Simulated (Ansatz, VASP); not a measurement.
One calculation of Au, two programs

```
Au
1.0
     2.86253    0.00000    0.00000
     0.00000    2.86253    0.00000
     0.00000    0.00000   20.04820
Au
3
Cartesian
  0.0000 0.0000 8.0000
  1.4313 1.4313 10.0241
  0.0000 0.0000 12.0482
```

Alike in both runs: task single point; functional LDA; k mesh 14 × 14 × 1; occupations fermi-dirac, width 0.08 eV; no spin polarisation.

|  | VASP | Ansatz |
| --- | --- | --- |
| version | VASP 6.6.1 | Ansatz 0.2.0 |
| potentials or method | VASP PAW LDA potentials, release 64 (Au), cutoff 520 eV | all-electron LAPW, scalar-relativistic |

Ansatz gave:

| Property | Result |
| --- | --- |
| rms of the force components (eV/Å) | 0.078 |

What did VASP give for the same quantities?

rms of the force components (eV/Å): 0.065.

LDA's correlation is that of Perdew and Zunger in VASP and of Perdew and Wang (1992) in Ansatz. Atom by atom the forces differ by 0.013 eV/Å (rms over components). Ansatz ran all-electron here, and VASP with PAW potentials.

Spin-orbit coupling is off throughout.
